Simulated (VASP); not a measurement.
A run of VASP 6.6.1:

INCAR

```
SYSTEM = Ti
PREC     = Accurate       ! precision mode
ENCUT    = 520            ! plane-wave cutoff, eV
EDIFF    = 1E-6           ! SCF threshold, eV
ISMEAR   = -1             ! smearing method
SIGMA    = 0.1            ! smearing width, eV
LREAL    = .FALSE.        ! projectors in reciprocal space
LASPH    = .TRUE.         ! aspherical terms in the spheres
NELM     = 100            ! most SCF steps
ALGO     = Normal         ! electronic algorithm
ISIF     = 2              ! what is computed and relaxed
LWAVE    = .FALSE.        ! write WAVECAR
LCHARG   = .TRUE.         ! write CHGCAR
GGA      = PS             ! functional
IVDW     = 12             ! dispersion correction
LELF     = .TRUE.         ! ELF
LVHAR    = .TRUE.       
NBANDS   = 19             ! bands
```

KPOINTS

```
regular mesh
0
G
  10 10 6
  0 0 0
```

Contents of POSCAR:

```
Ti
1.0
    2.9500000000      0.0000000000      0.0000000000
   -1.4750000000      2.5547750000      0.0000000000
    0.0000000000      0.0000000000      4.6800000000
Ti
2
Direct
    0.3333333333      0.6666666667      0.2500000000
    0.6666666667      0.3333333333      0.7500000000
```

Potentials or basis: VASP PAW PBE potentials, release 64 (Ti_sv).

Run with:

```console
$ cat potpaw_PBE.64/Ti_sv/POTCAR > POTCAR
$ mpirun -np 1 vasp_std > vasp.out
```

Hardware: 1 thread of AMD EPYC 7R43 64-Core Processor (Zen 3), with other jobs on the host.

Problem. How long does it take, and how much memory?

Solution. Run time: 40 s on 1 thread of AMD EPYC 7R43 64-Core Processor (Zen 3), on a shared host, peak memory 0.14 GiB. Counts: scf iterations 13, k points 56.
